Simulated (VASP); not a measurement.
Wanted: the native input for a VASP 6.6.1 run.

```
Task                   : single point
Functional             : PBEsol
Potentials or basis    : VASP PAW PBE potentials, release 64 (In_d, Sb)
Cutoff                 : 520 eV
k mesh                 : 5 × 5 × 5
Occupations            : gaussian, width 0.05 eV
Spin                   : no spin polarisation
Dipole correction      : no
Further INCAR settings : ALGO = Normal; EDIFF = 1e-06; NBANDS = 30
```

The structure of In3Sb lies in POSCAR:

```
In3Sb
1.0
    4.8369620000      0.0000000000      0.0000000000
    0.0000000000      4.8369620000      0.0000000000
    0.0000000000      0.0000000000      4.8369620000
In Sb
3 1
Direct
    0.5000000000      0.5000000000      0.0000000000
    0.5000000000      0.0000000000      0.5000000000
    0.0000000000      0.5000000000      0.5000000000
    0.0000000000      0.0000000000      0.0000000000
```

One way to write it, as run:

INCAR

```
PREC = Accurate ; ENCUT = 520
EDIFF = 1E-6 ; ISMEAR = 0
SIGMA = 0.05 ; LREAL = F
LASPH = T ; NELM = 80
ALGO = Normal ; ISIF = 2
LWAVE = F ; LCHARG = T
GGA = PS ; LELF = T
LVHAR = T ; NBANDS = 30
```

KPOINTS

```
Automatic mesh
0
Gamma
  5 5 5
```

Potentials or basis: VASP PAW PBE potentials, release 64 (In_d, Sb).

Launch:

```bash
$ cat potpaw_PBE.64/In_d/POTCAR potpaw_PBE.64/Sb/POTCAR > POTCAR
$ mpirun -np 1 vasp_std > vasp.out
```

Results of the run:

The pressure is -2.0 GPa. The band gap on the k mesh is zero (bands 22 and 23 overlap by 2.10 eV).

Caveat: the PAW data sets were made with another functional, which shifts forces and pressure a little; spin-orbit coupling is left out, which moves the levels of the heavy elements.

Wall time 48 s on 1 thread of Intel Xeon 8259CL (shared host), peak memory 0.21 GiB.
